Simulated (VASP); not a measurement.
CdTe, 2 atoms in the cell. It takes space group F-43m (No. 216, cubic). The conventional cell has a = 6.517 Å, b = 6.517 Å, c = 6.517 Å, α = 90.00°, β = 90.00°, γ = 90.00°. Within 3.7 Å of Cd (site symmetry -43m) lie 4 Te at 2.82 Å. Within 3.7 Å of Te (site symmetry -43m) lie 4 Cd at 2.82 Å. 

| Item | Value |
| --- | --- |
| Program | VASP 6.6.1 |
| Task | single point |
| Functional | PBE |
| Dispersion | D3(BJ) |
| Potentials or basis | VASP PAW PBE potentials, release 64 (Cd, Te) |
| Cutoff | 520 eV |
| k mesh | 8 × 8 × 8 |
| Occupations | gaussian, width 0.02 eV |
| Spin | no spin polarisation |
| Dipole correction | no |
| Further INCAR settings | ALGO = Normal; EDIFF = 1e-06; NBANDS = 16 |

Potentials or basis: VASP PAW PBE potentials, release 64 (Cd, Te).

The run is started by

```console
$ cat potpaw_PBE.64/Cd/POTCAR potpaw_PBE.64/Te/POTCAR > POTCAR
$ mpirun -np 1 vasp_std > vasp.out
```

Hardware: 1 thread of Intel(R) Xeon(R) Platinum 8259CL CPU @ 2.50GHz (Skylake/Cascade Lake), with other jobs on the host.

Task: How long does it take, and how much memory?

Result: It took 28 s on 1 thread of Intel(R) Xeon(R) Platinum 8259CL CPU @ 2.50GHz (Skylake/Cascade Lake) (shared host), peak memory 0.22 GiB. Counts: scf iterations 12, k points 29.
